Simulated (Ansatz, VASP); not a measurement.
ZnS in VASP and in Ansatz

INCAR

```
PREC     = Accurate       # precision mode
ENCUT    = 520            # plane-wave cutoff, eV
EDIFF    = 1E-6           # SCF threshold, eV
ISMEAR   = 0              # smearing method
SIGMA    = 0.01           # smearing width, eV
LREAL    = F              # projectors in reciprocal space
LASPH    = T              # aspherical terms in the spheres
NELM     = 60             # most SCF steps
ALGO     = Normal         # electronic algorithm
ISIF     = 2              # what is computed and relaxed
LWAVE    = F              # write WAVECAR
LCHARG   = F              # write CHGCAR
GGA      = CA             # functional
NBANDS   = 26             # bands
```

Contents of KPOINTS:

```
regular mesh
0
Gamma
  6 6 4
```

File POSCAR:

```
ZnS
1.0
    3.8110000000      0.0000000000      0.0000000000
   -1.9055000000      3.3004230000      0.0000000000
    0.0000000000      0.0000000000      6.2340000000
Zn S
2 2
Direct
    0.3333333333      0.6666666667      0.0000000000
    0.6666666667      0.3333333333      0.5000000000
    0.3333333333      0.6666666667      0.3850000000
    0.6666666667      0.3333333333      0.8850000000
```

Input for Ansatz:

```yaml
crystal:
  lattice:
    - [3.811, 0.0, 0.0]
    - [-1.9055, 3.300423, 0.0]
    - [0.0, 0.0, 6.234]
  atoms:
    - { symbol: Zn, position: [0.3333333333333333, 0.6666666666666666, 0.0] }
    - { symbol: Zn, position: [0.6666666666666666, 0.3333333333333333, 0.5] }
    - { symbol: S, position: [0.3333333333333333, 0.6666666666666666, 0.385] }
    - { symbol: S, position: [0.6666666666666666, 0.3333333333333333, 0.885] }
kpoints:
  mp_grid:
    grid: [6, 6, 4]
hamiltonian:
  xc: lda
scf:
  convergence:
    dr2_threshold: 1.0e-10
  occupations:
    method: fixed
output:
  stress: true
  eigenvalues: true
```

Alike in both runs: task single point; functional LDA; k mesh 6 × 6 × 4; no spin polarisation.

|  | VASP | Ansatz |
| --- | --- | --- |
| version | VASP 6.6.1 | Ansatz 0.2.0 |
| potentials or method | VASP PAW LDA potentials, release 64 (Zn, S) | plane waves, PAW |
| plane-wave cutoff (eV) | 520 | 420 |
| occupations | gaussian, width 0.01 eV | fixed |
| valence electrons in the cell | 36 | 36 |

|  | VASP | Ansatz | Ansatz less VASP |
| --- | --- | --- | --- |
| gap on the k mesh at the Fermi level (eV) | 2.02 | 1.99 | -0.031 |
| pressure (GPa) | -3.7 | -3.9 | -0.22 |
| traceless stress, the component that is largest in VASP (GPa) | -1.05 | -1.03 | +0.022 |

LDA's correlation is that of Perdew and Zunger in VASP and of Perdew and Wang (1992) in Ansatz.
